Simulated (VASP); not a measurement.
Ta, 2 atoms in the cell. Symmetry: P6_3/mmc, No. 194, hexagonal system. The conventional cell has a = 2.900 Å, b = 2.900 Å, c = 5.166 Å, α = 90.00°, β = 90.00°, γ = 120.00°. Within 3.8 Å of Ta (site symmetry -6m2) lie 12 Ta at 2.90 to 3.08 Å. 

* Program: VASP 6.6.1
* Task: relaxation of cell and atoms
* Functional: PBEsol
* Potentials or basis: VASP PAW PBE potentials, release 64 (Ta_pv)
* Cutoff: 600 eV
* k mesh: 11 × 11 × 5
* Occupations: fermi-dirac, width 0.05 eV
* Spin: no spin polarisation
* Target pressure: 30 GPa
* Dipole correction: no
* Further INCAR settings: ALGO = Normal; EDIFF = 1e-06; IBRION = 2; EDIFFG = -0.02; NSW = 80; ISIF = 3

Potentials or basis: VASP PAW PBE potentials, release 64 (Ta_pv).

Launch:

```console
$ cat potpaw_PBE.64/Ta_pv/POTCAR > POTCAR
$ mpirun -np 1 vasp_std > vasp.out
```

Hardware: 1 thread of Intel(R) Xeon(R) 6975P-C (Granite Rapids) (shared host).

Estimate the wall time of this run.

Wall time 74 s on 1 thread of Intel(R) Xeon(R) 6975P-C (Granite Rapids), on a shared host, peak memory 0.19 GiB. Counts: scf iterations 73, k points 48, ion steps 10.
